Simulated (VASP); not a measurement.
A run of VASP 6.6.1:

INCAR

```
SYSTEM = NiRh
PREC = Accurate ; ENCUT = 520
EDIFF = 1E-7 ; ISMEAR = -1
SIGMA = 0.05 ; LREAL = .False.
LASPH = .True. ; NELM = 150
ALGO = Normal ; ISIF = 2
LWAVE = .False. ; LCHARG = .True.
ISPIN = 2 ; MAGMOM = 0.275 0.115
LORBIT = 11 ; NUPDOWN = 0.39
LMAXMIX = 4 ; GGA = PS
LELF = .True. ; LVHAR = .True.
NBANDS = 24
```

File KPOINTS:

```
regular mesh
0
Gamma
  15 15 15
  0 0 0
```

POSCAR

```
NiRh
1.0
    1.3141283400      0.7587123509      4.1117064147
   -1.3141283400      0.7587123509      4.1117064147
    0.0000000000     -1.5174247017      4.1117064147
Ni Rh
1 1
Direct
    0.0000000000      0.0000000000      0.0000000000
    0.5000000000      0.5000000000      0.5000000000
```

Potentials or basis: VASP PAW PBE potentials, release 64 (Ni, Rh_pv).

Run with:

```console
$ cat potpaw_PBE.64/Ni/POTCAR potpaw_PBE.64/Rh_pv/POTCAR > POTCAR
$ mpirun -np 1 vasp_std > vasp.out
```

Hardware: 1 thread of Intel Xeon 8259CL, on a shared host.

Q: Estimate the wall time of this run.

A: It took 31 min on 1 thread of Intel Xeon 8259CL (shared host), peak memory 0.49 GiB. Counts: scf iterations 19, k points 344.
